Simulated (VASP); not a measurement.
Write the native input for VASP 6.6.1 that does the following.

```yaml
Task: single point
Functional: PBE
Potentials_or_basis: VASP PAW PBE potentials, release 64 (Au)
Cutoff: 520 eV
k_mesh: 20 × 20 × 20
Occupations: gaussian, width 0.15 eV
Spin: no spin polarisation
Dipole_correction: no
Further_INCAR_settings: ALGO = Fast; EDIFF = 1e-06; NBANDS = 12
```

The structure of Au lies in POSCAR:

```
Au
1.0
    0.0000000000      2.0761825000      2.0761825000
    2.0761825000      0.0000000000      2.0761825000
    2.0761825000      2.0761825000      0.0000000000
Au
1
Direct
    0.0000000000      0.0000000000      0.0000000000
```

This cell differs from its parent crystal: strain +0.015 along x and y, +0.015 along z.

These files were run (other wordings do the same):

INCAR

```
SYSTEM = Au
PREC = Accurate
ENCUT = 520
EDIFF = 1E-6
ISMEAR = 0
SIGMA = 0.15
LREAL = .FALSE.
LASPH = .TRUE.
NELM = 100
ALGO = Fast
ISIF = 2
LWAVE = .FALSE.
LCHARG = .TRUE.
GGA = PE
LELF = .TRUE.
LVHAR = .TRUE.
NBANDS = 12
```

KPOINTS

```
Automatic mesh
0
G
  20 20 20
  0 0 0
```

Potentials or basis: VASP PAW PBE potentials, release 64 (Au).

Command:

```sh
$ cat potpaw_PBE.64/Au/POTCAR > POTCAR
$ mpirun -np 1 vasp_std > vasp.out
```

It gave:

```json
{
  "Pressure": "0.4 GPa",
  "Band gap on the k mesh": "zero (an odd number of electrons rules out a gap without spin polarisation)"
}
```

Caveat: the cell differs from its parent crystal (strain +0.015 along x and y, +0.015 along z); spin-orbit coupling is left out, which moves the levels of the heavy elements.

Wall time 2.4 min on 1 thread of Intel Xeon 8259CL, with other jobs on the host, peak memory 0.18 GiB.
